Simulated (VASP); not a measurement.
Input of a VASP 6.6.1 run:

Contents of INCAR:

```
ALGO     = Normal         # electronic algorithm
EDIFF    = 1E-6           # SCF threshold, eV
ENCUT    = 520            # plane-wave cutoff, eV
ISIF     = 2              # what is computed and relaxed
ISMEAR   = 0              # smearing method
ISPIN    = 2              # spin polarisation
LASPH    = True           # aspherical terms in the spheres
LCHARG   = True           # write CHGCAR
LDAU     = True           # DFT+U
LDAUJ    = 0.5 0        
LDAUL    = 2 -1           # shell
LDAUPRINT= 1            
LDAUTYPE = 1            
LDAUU    = 6 0            # U, eV
LELF     = True           # ELF
LMAXMIX  = 4              # l up to which the mixer works
LORBIT   = 11             # projections on sites
LREAL    = False          # projectors in reciprocal space
LVHAR    = True         
LWAVE    = False          # write WAVECAR
MAGMOM   = 0 0 0 0        # initial moments
NBANDS   = 28             # bands
NELM     = 150            # most SCF steps
PREC     = Accurate       # precision mode
SIGMA    = 0.05           # smearing width, eV
```

File KPOINTS:

```
k-points
0
Gamma
  5 5 5
```

The input POSCAR:

```
PtSe
1.0
    0.0000000000      3.0374472300      3.0374472300
    6.0748944600      3.0374472300      3.0374472300
    6.0748944600      6.0748944600      0.0000000000
Pt Se
2 2
Direct
    0.0000000000      0.0000000000      0.0000000000
    0.0000000000      0.0000000000      0.5000000000
    0.2500000000      0.2500000000      0.0000000000
    0.2500000000      0.2500000000      0.5000000000
```

Potentials or basis: VASP PAW LDA potentials, release 64 (Pt, Se).

Launch:

```bash
$ cat potpaw_LDA.64/Pt/POTCAR potpaw_LDA.64/Se/POTCAR > POTCAR
$ mpirun -np 1 vasp_std > vasp.out
```

Problem. Predict the band gap on the k mesh.

Solution. Zero (filled and empty bands overlap).

Problem. What does it give for the pressure?

Solution. -17.5 GPa.

Problem. What does it give for the net moment?

Solution. 0.00 μB per cell.

Stress tensor (GPa, compression positive):
```
-17.63   0.00   0.00
  0.00 -17.49   0.00
  0.00   0.00 -17.49
```

Caveat: spin-orbit coupling is left out, which moves the levels of the heavy elements.
